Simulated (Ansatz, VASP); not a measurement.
## Two plane-wave programs on SnSe

```
CELL_PARAMETERS angstrom
0.00000 2.94965 2.94965
2.94965 0.00000 2.94965
2.94965 2.94965 0.00000
ATOMIC_POSITIONS crystal
Sn 0.00000 0.00000 0.00000
Se 0.50000 0.50000 0.50000
```

Alike in both runs: task single point; functional PBE; k mesh 10 × 10 × 10; occupations gaussian, width 0.05 eV; no spin polarisation.

|  | VASP | Ansatz |
| --- | --- | --- |
| version | VASP 6.6.1 | Ansatz 0.2.0 |
| potentials or method | VASP PAW PBE potentials, release 64 (Sn_d, Se), cutoff 520 eV | scalar-relativistic, plane waves, PAW |
| valence electrons in the cell | 20 | 30 |

```csv
,VASP,Ansatz,Ansatz less VASP
gap on the k mesh at the Fermi level (eV),0.48,0.48,+0.001
least direct gap on the mesh (eV),0.60,0.59,0.000
pressure (GPa),4.7,4.7,+0.01
```

With one functional, cell and mesh, what is left measures potentials, basis and numerics. VASP's potentials hold 20 valence electrons a cell and Ansatz's 30, so a difference there can come from the potentials and not from the codes.
